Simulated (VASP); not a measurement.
# Si (Fd-3m) in VASP: further runs

Si is run at these levels: r2SCAN, HSE06; tasks: single point.

All numbers are computed with VASP 6.6.1; they aren't measurements. Logs are shortened: lines on timing, memory, paths and dates and some standing lists are left out, and cuts for length are marked.

**1. The cell of the first run**

The structure is cubic, space group Fd-3m (No. 227). Conventional cell: a = 5.444 Å, b = 5.444 Å, c = 5.444 Å, α = 90.00°, β = 90.00°, γ = 90.00°. Si (site symmetry -43m) has 4 Si at 2.36 Å within 3.1 Å.

**2. Single point, r2SCAN**

File POSCAR:

```
Si
1.0
    0.0000000000      2.7221197378      2.7221197378
    2.7221197378      0.0000000000      2.7221197378
    2.7221197378      2.7221197378      0.0000000000
Si
2
Direct
    0.2500000000      0.2500000000      0.2500000000
    0.0000000000      0.0000000000      0.0000000000
```

File INCAR.step1:

```
PREC     = Accurate       # precision mode
ENCUT    = 520            # plane-wave cutoff, eV
ISMEAR   = 0              # smearing method
SIGMA    = 0.01           # smearing width, eV
LREAL    = False          # projectors in reciprocal space
LASPH    = True           # aspherical terms in the spheres
NELM     = 60             # most SCF steps
NBANDS   = 11             # bands
GGA      = PE             # functional
ALGO     = Normal         # electronic algorithm
EDIFF    = 1E-4           # SCF threshold, eV
LWAVE    = True           # write WAVECAR
LCHARG   = False          # write CHGCAR
```

File INCAR.step2:

```
PREC     = Accurate       # precision mode
ENCUT    = 520            # plane-wave cutoff, eV
EDIFF    = 1E-6           # SCF threshold, eV
ISMEAR   = 0              # smearing method
SIGMA    = 0.01           # smearing width, eV
LREAL    = False          # projectors in reciprocal space
LASPH    = True           # aspherical terms in the spheres
NELM     = 60             # most SCF steps
ALGO     = Normal         # electronic algorithm
ISIF     = 2              # what is computed and relaxed
LWAVE    = False          # write WAVECAR
LCHARG   = False          # write CHGCAR
METAGGA  = R2SCAN         # meta-GGA
LMIXTAU  = True         
NBANDS   = 11             # bands
ISTART   = 1
```

File KPOINTS:

```
regular mesh
0
Gamma
  4 4 4
```

Potentials or basis: VASP PAW PBE potentials, release 64 (Si).

The run is started by

```
$ cat potpaw_PBE.64/Si/POTCAR > POTCAR
$ cp INCAR.step1 INCAR
$ mpirun -np 1 vasp_std > vasp.out
$ cp INCAR.step2 INCAR
$ mpirun -np 1 vasp_std > vasp.out
```

OUTCAR:

```text
PREC = Accurate
   ENCUT = 520
   EDIFF = 1E-6
   ISMEAR = 0
   LREAL = False
   LASPH = True
   NELM = 60
   ISIF = 2
   METAGGA = R2SCAN
   ISTART = 1

 ion  position               nearest neighbor table
   1  0.250  0.250  0.250-   2 2.36   2 2.36   2 2.36   2 2.36
   2  0.000  0.000  0.000-   1 2.36   1 2.36   1 2.36   1 2.36

  LATTYP: Found a face centered cubic cell.
 ALAT       =     5.4442394756

  Lattice vectors:

 A1 = (   0.0000000000,   2.7221197378,   2.7221197378)
 A2 = (   2.7221197378,   0.0000000000,   2.7221197378)
 A3 = (   2.7221197378,   2.7221197378,   0.0000000000)

Analysis of symmetry for initial positions (statically):
=====================================================================
 Subroutine PRICEL returns:
 Original cell was already a primitive cell.

 Routine SETGRP: Setting up the symmetry group for a
 face centered cubic supercell.

 Subroutine GETGRP returns: Found 48 space group operations
 (whereof 24 operations were pure point group operations)
 out of a pool of 48 trial point group operations.

The static configuration has the point symmetry T_d .
 The point group associated with its full space group is O_h .

Analysis of symmetry for dynamics (positions and initial velocities):
=====================================================================
 Subroutine PRICEL returns:
 Original cell was already a primitive cell.

 Routine SETGRP: Setting up the symmetry group for a
 face centered cubic supercell.

 Subroutine GETGRP returns: Found 48 space group operations
 (whereof 24 operations were pure point group operations)
 out of a pool of 48 trial point group operations.

The dynamic configuration has the point symmetry T_d .
 The point group associated with its full space group is O_h .

 Subroutine INISYM returns: Found 48 space group operations
 (whereof 24 operations are pure point group operations),
 and found     1 'primitive' translations

----------------------------------------------------------------------------------------

                                     Primitive cell

  volume of cell :      40.3415

  direct lattice vectors                    reciprocal lattice vectors
     0.000000000  2.722119738  2.722119738    -0.183680384  0.183680384  0.183680384
     2.722119738  0.000000000  2.722119738     0.183680384 -0.183680384  0.183680384
     2.722119738  2.722119738  0.000000000     0.183680384  0.183680384 -0.183680384

  length of vectors
     3.849658652  3.849658652  3.849658652     0.318143758  0.318143758  0.318143758

  position of ions in fractional coordinates (direct lattice)
     0.250000000  0.250000000  0.250000000
     0.000000000  0.000000000  0.000000000

  ion indices of the primitive-cell ions
   primitive index   ion index
                 1           1
                 2           2

----------------------------------------------------------------------------------------

 KPOINTS: regular mesh

Automatic generation of k-mesh.
 Grid dimensions read from file:
 generate k-points for:    4    4    4

 Generating k-lattice:

  Cartesian coordinates                     Fractional coordinates (reciprocal lattice)
    -0.045920096  0.045920096  0.045920096     0.250000000  0.000000000  0.000000000
     0.045920096 -0.045920096  0.045920096     0.000000000  0.250000000  0.000000000
     0.045920096  0.045920096 -0.045920096     0.000000000  0.000000000  0.250000000

  Length of vectors
     0.079535940  0.079535940  0.079535940

  Shift w.r.t. Gamma in fractional coordinates (k-lattice)
     0.000000000  0.000000000  0.000000000

 Subroutine IBZKPT returns following result:
 ===========================================

 Found      8 irreducible k-points:

 Following reciprocal coordinates:
            Coordinates               Weight
  0.000000  0.000000  0.000000      1.000000
  0.250000  0.000000  0.000000      8.000000
  0.500000  0.000000  0.000000      4.000000
  0.250000  0.250000  0.000000      6.000000
  0.500000  0.250000  0.000000     24.000000
 -0.250000  0.250000  0.000000     12.000000
  0.500000  0.500000  0.000000      3.000000
 -0.250000  0.500000  0.250000      6.000000
   k-points           NKPTS =      8   k-points in BZ     NKDIM =      8   number of bands    NBANDS=     11
   number of dos      NEDOS =    301   number of ions     NIONS =      2
   total plane-waves  NPLWV =  27000
   dimension x,y,z NGX =    30 NGY =   30 NGZ =   30
   dimension x,y,z NGXF=    60 NGYF=   60 NGZF=   60
   ions per type =               2
   NGX,Y,Z   is equivalent  to a cutoff of  12.96, 12.96, 12.96 a.u.
   NGXF,Y,Z  is equivalent  to a cutoff of  25.91, 25.91, 25.91 a.u.
 SYSTEM =  unknown system
   PREC   = accura    normal or accurate (medium, high low for compatibility)
   ISTART =      1    job   : 0-new  1-cont  2-samecut
   ICHARG =      0    charge: 1-file 2-atom 10-const
   ISPIN  =      1    spin polarized calculation?
   LNONCOLLINEAR =      F non collinear calculations
   LSORBIT =      F    spin-orbit coupling
   LASPH  =      T    aspherical Exc in radial PAW
   ENCUT  =  520.0 eV  38.22 Ry    6.18 a.u.   7.16  7.16  7.16*2*pi/ulx,y,z
   NELM   =     60;   NELMIN=  2; NELMDL=  0     # of ELM steps
   EDIFF  = 0.1E-05   stopping-criterion for ELM
   LREAL  =      F    real-space projection
   EDIFFG = 0.1E-04   stopping-criterion for IOM
   NSW    =      0    number of steps for IOM
   IBRION =     -1    ionic relax: 0-MD 1-quasi-New 2-CG
   NFREE  =      0    steps in history (QN), initial steepest desc. (CG)
   ISIF   =      2    stress and relaxation
   ISYM   =      2    0-nonsym 1-usesym 2-fastsym
   POTIM  = 0.5000    time-step for ionic-motion
   TEBEG  =    0.0;   TEEND  =   0.0 temperature during run
   PSTRESS=    0.0 pullay stress
   NELECT =       8.0000    total number of electrons
   NUPDOWN=      -1.0000    fix difference up-down
   EMIN   =  10.00;   EMAX   =-10.00  energy-range for DOS
   EFERMI =   0.00;   METHOD = LEGACY
   ISMEAR =     0;   SIGMA  =   0.01  broadening in eV -4-tet -1-fermi 0-gaus
   EFERMI_NEDOS =   21; number of points for ismear=-14 and -15
   IALGO  =     38    algorithm
   IMIX   =      4    mixing-type and parameters
     AMIX     =   0.40;   BMIX     =  1.00
     AMIX_MAG =   1.60;   BMIX_MAG =  1.00
  volume/ion in A,a.u.               =      20.17       136.12
  Fermi-wavevector in a.u.,A,eV,Ry     =   0.954672  1.804069 12.400336  0.911399
  Thomas-Fermi vector in A             =   2.083440
   LORBIT       =      0    0 simple, 1 ext, 2 COOP (PROOUT), +10 PAW based schemes
   METAGGA = R2SCAN    functional components
   LHFCALC =     F    Hartree Fock is set to
   AEXX    =    0.0000 exact exchange contribution
   IVDW    =     0    specifies the selected vdW correction
   LEPSILON=     F    determine dielectric tensor
   LRPA    =     F    only Hartree local field effects (RPA)
 non-spin polarized calculation
 Gauss-broadening in eV      SIGMA  =   0.01
  energy-cutoff  :      520.00
  volume of cell :       40.34
 maximum number of plane-waves:      1106
 NGX is ok and might be reduce to    30
   NGX = 15   NGY = 15   NGZ = 15

 number of electron       8.0000001 magnetization

 Free energy of the ion-electron system (eV)
  ---------------------------------------------------
  ext. energy  EPLUGINS =         0.00000000
  ---------------------------------------------------
  free energy    TOTEN  =       -17.37223176 eV

  energy without entropy =      -17.37223176  energy(sigma->0) =      -17.37223176

 E-fermi :   5.7465     XC(G=0):  -9.8037

 val. band max:        5.6983011469   @ k =   0.0000   0.0000   0.0000
 cond. band min:       6.6154968355   @ k =   0.5000   0.5000   0.0000
 fundamental gap:      0.9171956885
 Fermi energy:         5.7464727532

 k-point     1 :       0.0000    0.0000    0.0000
  band No.  band energies     occupation
      1      -6.7758      2.00000
      2       5.6983      2.00000
      3       5.6983      2.00000
      4       5.6983      2.00000
      5       8.4439      0.00000
      6       8.4439      0.00000
      7       8.4439      0.00000
      8       9.6026      0.00000
      9      13.8010      0.00000
     10      13.8010      0.00000
     11      14.3331      0.00000

 k-point     2 :       0.2500    0.0000    0.0000
  band No.  band energies     occupation
      1      -5.9393      2.00000
      2       1.6395      2.00000
      3       4.8969      2.00000
      4       4.8969      2.00000
      5       8.0357      0.00000
      6       9.4414      0.00000
      7       9.4414      0.00000
      8      13.1895      0.00000
      9      13.3033      0.00000
     10      13.3033      0.00000
     11      15.3446      0.00000

 k-point     3 :       0.5000    0.0000    0.0000
  band No.  band energies     occupation
      1      -4.3405      2.00000
      2      -1.5382      2.00000
      3       4.4306      2.00000
      4       4.4306      2.00000
      5       7.5499      0.00000
      6       9.2750      0.00000
      7       9.2750      0.00000
      8      13.9933      0.00000
      9      16.8286      0.00000
     10      16.8286      0.00000
     11      17.7500      0.00000

 k-point     4 :       0.2500    0.2500    0.0000
  band No.  band energies     occupation
      1      -5.6435      2.00000
      2       2.0839      2.00000
      3       3.7148      2.00000
      4       3.7148      2.00000
      5       7.0237      0.00000
      6       9.1352      0.00000
      7      11.8264      0.00000
      8      11.8264      0.00000
      9      14.4017      0.00000
     10      15.0787      0.00000
     11      17.8764      0.00000

 k-point     5 :       0.5000    0.2500    0.0000
  band No.  band energies     occupation
      1      -3.9323      2.00000
      2      -0.9287      2.00000
      3       2.0351      2.00000
      4       3.3806      2.00000
      5       7.4475      0.00000
      6      10.4833      0.00000
      7      11.8824      0.00000
      8      11.9914      0.00000
      9      16.5712      0.00000
     10      16.8424      0.00000
     11      18.5455      0.00000

 k-point     6 :      -0.2500    0.2500    0.0000
  band No.  band energies     occupation
      1      -4.6380      2.00000
      2       0.0166      2.00000
      3       1.8080      2.00000
      4       4.2982      2.00000
      5       8.4156      0.00000
      6      10.8023      0.00000
      7      11.2089      0.00000
      8      12.3326      0.00000
      9      12.5271      0.00000
     10      15.9573      0.00000
     11      19.0264      0.00000

 k-point     7 :       0.5000    0.5000    0.0000
  band No.  band energies     occupation
      1      -2.4341      2.00000
      2      -2.4341      2.00000
      3       2.7021      2.00000
      4       2.7021      2.00000
      5       6.6155      0.00000
      6       6.6155      0.00000
      7      16.5113      0.00000
      8      16.5113      0.00000
      9      17.2859      0.00000
     10      17.2859      0.00000
     11      18.8798      0.00000

 k-point     8 :      -0.2500    0.5000    0.2500
  band No.  band energies     occupation
      1      -2.2647      2.00000
      2      -2.2647      2.00000
      3       1.6967      2.00000
      4       1.6967      2.00000
      5      10.2822      0.00000
      6      10.2822      0.00000
      7      11.0921      0.00000
      8      11.0921      0.00000
      9      16.9369      0.00000
     10      16.9369      0.00000
     11      19.5223      0.00000

------------------------ aborting loop because EDIFF is reached ----------------------------------------

  FORCE on cell =-STRESS in cart. coord.  units (eV):
  Direction    XX          YY          ZZ          XY          YZ          ZX
  --------------------------------------------------------------------------------------
  -------------------------------------------------------------------------------------
  Total        0.0887002      0.0887002      0.0887002      0.0000000     -0.0000000      0.0000000
  in kB        3.5227627      3.5227627      3.5227627      0.0000000     -0.0000000      0.0000000
  external PRESSURE =       3.5227627 kB  Pullay stress =       0.0000000 kB

 VOLUME and BASIS-vectors are now :
 -----------------------------------------------------------------------------
  energy-cutoff  :      520.00
  volume of cell :       40.34
      direct lattice vectors                 reciprocal lattice vectors
     0.000000000  2.722119738  2.722119738    -0.183680384  0.183680384  0.183680384
     2.722119738  0.000000000  2.722119738     0.183680384 -0.183680384  0.183680384
     2.722119738  2.722119738  0.000000000     0.183680384  0.183680384 -0.183680384

 POSITION                                       TOTAL-FORCE (eV/Angst)
 -----------------------------------------------------------------------------------
      1.36106      1.36106      1.36106        -0.000000     -0.000000     -0.000000
      0.00000      0.00000      0.00000         0.000000      0.000000      0.000000
 -----------------------------------------------------------------------------------
    total drift:                               -0.000000     -0.000000     -0.000000

  FREE ENERGIE OF THE ION-ELECTRON SYSTEM (eV)
  ---------------------------------------------------
  free  energy   TOTEN  =       -17.3722317557 eV

  energy  without entropy=      -17.3722317557  energy(sigma->0) =      -17.37223176
```

Run time: 36 s. Hardware: 1 thread of AMD EPYC 7R13, shared host; peak memory 0.13 GiB.

What came out:

- Free energy: -17.3722 eV
- Pressure: 0.4 GPa
- Band gap on the k mesh: 0.92 eV, indirect (least direct gap 2.75 eV)

Caveat: the k points lie up to 0.50 Å⁻¹ apart; the PAW data sets were made with another functional, which shifts forces and pressure a little. A k mesh can miss the band edges.

**3. Single point, HSE06**

POSCAR is that of step 2.

File INCAR.step1:

```
SYSTEM = Si
ALGO = Normal ; EDIFF = 1E-5
ENCUT = 520 ; GGA = PE
ISIF = 2 ; ISMEAR = 0
LASPH = .TRUE. ; LREAL = .FALSE.
LWAVE = .TRUE. ; NBANDS = 11
NELM = 100 ; PREC = Accurate
SIGMA = 0.01
```

File INCAR.step2:

```
SYSTEM = Si
ALGO = Normal ; EDIFF = 1E-6
ENCUT = 520 ; GGA = PE
HFSCREEN = 0.2079 ; ISIF = 2
ISMEAR = 0 ; ISTART = 1
LASPH = .TRUE. ; LCHARG = .TRUE.
LELF = .TRUE. ; LHFCALC = .TRUE.
LREAL = .FALSE. ; LVHAR = .TRUE.
LWAVE = .FALSE. ; NBANDS = 11
NELM = 100 ; PREC = Accurate
PRECFOCK = Normal ; SIGMA = 0.01
```

File KPOINTS:

```
k-points
0
G
  4 4 4
  0 0 0
```

Potentials or basis: VASP PAW PBE potentials, release 64 (Si).

The run is started by

```
$ cat potpaw_PBE.64/Si/POTCAR > POTCAR
$ cp INCAR.step1 INCAR
$ mpirun -np 1 vasp_std > vasp.out
$ cp INCAR.step2 INCAR
$ mpirun -np 1 vasp_std > vasp.out
```

OUTCAR:

```text
SYSTEM = Si
   EDIFF = 1E-6
   ENCUT = 520
   GGA = PE
   HFSCREEN = 0.2079
   ISIF = 2
   ISMEAR = 0
   ISTART = 1
   LASPH = .TRUE.
   LHFCALC = .TRUE.
   LREAL = .FALSE.
   NELM = 100
   PREC = Accurate
   PRECFOCK = Normal

 ion  position               nearest neighbor table
   1  0.250  0.250  0.250-   2 2.36   2 2.36   2 2.36   2 2.36
   2  0.000  0.000  0.000-   1 2.36   1 2.36   1 2.36   1 2.36

  LATTYP: Found a face centered cubic cell.
 ALAT       =     5.4442394756

  Lattice vectors:

 A1 = (   0.0000000000,   2.7221197378,   2.7221197378)
 A2 = (   2.7221197378,   0.0000000000,   2.7221197378)
 A3 = (   2.7221197378,   2.7221197378,   0.0000000000)

Analysis of symmetry for initial positions (statically):
=====================================================================
 Subroutine PRICEL returns:
 Original cell was already a primitive cell.

 Routine SETGRP: Setting up the symmetry group for a
 face centered cubic supercell.

 Subroutine GETGRP returns: Found 48 space group operations
 (whereof 24 operations were pure point group operations)
 out of a pool of 48 trial point group operations.

The static configuration has the point symmetry T_d .
[... 165 lines left out ...]
      2       5.4049      2.00000
      3       5.4049      2.00000
      4       5.4049      2.00000
      5       8.7512      0.00000
      6       8.7512      0.00000
      7       8.7512      0.00000
      8       9.6924      0.00000
      9      14.1977      0.00000
     10      14.1977      0.00000
     11      14.2077      0.00000
[... 85 lines left out ...]
 k-point     8 :      -0.2500    0.5000    0.2500
  band No.  band energies     occupation
      1      -3.0294      2.00000
      2      -3.0294      2.00000
      3       1.2709      2.00000
      4       1.2709      2.00000
      5      10.4692      0.00000
      6      10.4692      0.00000
      7      11.3742      0.00000
      8      11.3742      0.00000
      9      17.2820      0.00000
     10      17.2820      0.00000
     11      19.7753      0.00000

------------------------ aborting loop because EDIFF is reached ----------------------------------------

  FORCE on cell =-STRESS in cart. coord.  units (eV):
  Direction    XX          YY          ZZ          XY          YZ          ZX
  --------------------------------------------------------------------------------------
  -------------------------------------------------------------------------------------
  Total        0.0018936      0.0018936      0.0018936      0.0000000      0.0000000     -0.0000000
  in kB        0.0752060      0.0752060      0.0752060      0.0000000      0.0000000     -0.0000000
  external PRESSURE =       0.0752060 kB  Pullay stress =       0.0000000 kB

 VOLUME and BASIS-vectors are now :
 -----------------------------------------------------------------------------
  energy-cutoff  :      520.00
  volume of cell :       40.34
      direct lattice vectors                 reciprocal lattice vectors
     0.000000000  2.722119738  2.722119738    -0.183680384  0.183680384  0.183680384
     2.722119738  0.000000000  2.722119738     0.183680384 -0.183680384  0.183680384
     2.722119738  2.722119738  0.000000000     0.183680384  0.183680384 -0.183680384

 POSITION                                       TOTAL-FORCE (eV/Angst)
 -----------------------------------------------------------------------------------
      1.36106      1.36106      1.36106         0.000000      0.000000      0.000000
      0.00000      0.00000      0.00000        -0.000000     -0.000000     -0.000000
 -----------------------------------------------------------------------------------
    total drift:                                0.000000      0.000000      0.000001

  FREE ENERGIE OF THE ION-ELECTRON SYSTEM (eV)
  ---------------------------------------------------
  free  energy   TOTEN  =       -12.3836443252 eV

  energy  without entropy=      -12.3836443252  energy(sigma->0) =      -12.38364433
```

OUTCAR.step1:

```text
SYSTEM = Si
   EDIFF = 1E-5
   ENCUT = 520
   GGA = PE
   ISIF = 2
   ISMEAR = 0
[... 318 lines left out ...]
      1.36106      1.36106      1.36106         0.000000      0.000000      0.000000
      0.00000      0.00000      0.00000        -0.000000     -0.000000     -0.000000
 -----------------------------------------------------------------------------------
    total drift:                               -0.000000     -0.000000     -0.000000

  FREE ENERGIE OF THE ION-ELECTRON SYSTEM (eV)
  ---------------------------------------------------
  free  energy   TOTEN  =       -10.6610475576 eV

  energy  without entropy=      -10.6610475576  energy(sigma->0) =      -10.66104756
```

Wall time 4.1 min (1 thread of AMD EPYC 7R13, shared host); peak memory 0.23 GiB.

Results:

```
Free energy            : -12.3836 eV
Pressure               : 0.0 GPa
Band gap on the k mesh : 1.34 eV, indirect (least direct gap 3.35 eV)
```

Caveat: the k points lie up to 0.50 Å⁻¹ apart; the PAW data sets were made with another functional, which shifts forces and pressure a little.
